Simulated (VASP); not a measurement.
**NbH: relaxation of cell and atoms with PBEsol**

Crystal: NbH.

```
Nb H
1.0
     1.84537   -2.39320    0.00000
     1.84537    2.39320    0.00000
     0.00000    0.00000    4.80423
Nb H
2 2
Direct
  0.75000 0.25000 0.26884
  0.25000 0.75000 0.73116
  0.25000 0.25000 0.00000
  0.75000 0.75000 0.00000
```

| Quantity | Value |
| --- | --- |
| Program | VASP 6.6.1 |
| Task | relaxation of cell and atoms |
| Functional | PBEsol |
| Potentials or basis | VASP PAW PBE potentials, release 64 (Nb_sv, H) |
| Cutoff | 500 eV |
| k mesh | 6 × 6 × 4 |
| Occupations | gaussian, width 0.05 eV |
| Spin | no spin polarisation |
| Dipole correction | no |
| Further INCAR settings | ALGO = Normal; EDIFF = 1e-07; IBRION = 2; EDIFFG = -0.01; NSW = 60; ISIF = 3 |

```
Relaxed volume                        : 10.18 Å³/atom
Relaxed cell                          : a = 2.986 Å, b = 2.986 Å, c = 4.745 Å, α = 90.00°, β = 90.00°, γ = 105.80°
Space group after relaxing (to 0.1 Å) : Cmme (No. 67)
Energy gained by relaxing             : 10.7 meV/atom
Ionic steps                           : 7
Pressure after relaxing               : 0.0 GPa
Largest force after relaxing          : 0.004 eV/Å
Band gap on the k mesh                : zero (bands 14 and 15 overlap by 2.81 eV)
```

Forces on the atoms (eV/Å):
```
Nb   0.000  0.000  0.004
Nb   0.000  0.000 -0.004
H    0.000  0.000  0.000
H    0.000  0.000  0.000
```

Stress tensor (GPa, compression positive):
```
-0.03  0.00  0.00
 0.00 -0.07  0.00
 0.00  0.00  0.08
```

The path:
```csv
step,energy change (eV),largest force (eV/Å),pressure (GPa),volume (Å³)
1,0.0000,0.0013,-7.27,42.43
2,-0.0166,0.0548,6.45,39.55
3,-0.0399,0.0295,0.09,40.76
4,-0.0422,0.0216,0.03,40.73
5,-0.0428,0.0627,0.00,40.71
6,-0.0430,0.0244,-0.01,40.70
7,-0.0430,0.0039,-0.01,40.70
```

Final structure:
```
Nb H
1.0
     1.80104   -2.38136    0.00000
     1.80104    2.38136    0.00000
     0.00000    0.00000    4.74498
Nb H
2 2
Cartesian
  1.8010 -1.1907 1.2756
  1.8010 1.1907 3.4693
  0.9005 0.0000 0.0000
  2.7016 0.0000 0.0000
```

Levels at points of the mesh, in eV from the Fermi level:
```csv
k point,band 11,band 12,band 13,band 14,band 15,band 16,band 17,band 18
"(0.00, 0.00, 0.00)",-4.22,-1.45,-0.85,-0.67,0.33,1.22,2.71,2.75
"(0.50, 0.00, 0.00)",-2.60,-2.60,-1.12,-1.12,1.49,1.49,2.26,2.26
"(0.50, 0.50, 0.00)",-4.26,-4.15,-0.68,2.32,2.44,2.61,4.07,4.08
"(0.00, 0.00, 0.50)",-4.10,-2.19,-2.06,0.18,1.02,1.52,1.57,1.89
"(0.50, 0.00, 0.50)",-2.09,-2.09,-0.40,-0.40,1.50,1.50,2.72,2.72
"(0.50, 0.50, 0.50)",-3.19,-3.13,-2.20,-0.72,0.15,1.00,4.41,4.60
```

Wall time 73 s on 1 thread of Intel(R) Xeon(R) Platinum 8375C CPU @ 2.90GHz (Ice Lake) (shared host), peak memory 0.17 GiB.

Caveat: the PAW data sets were made with another functional, which shifts forces and pressure a little.
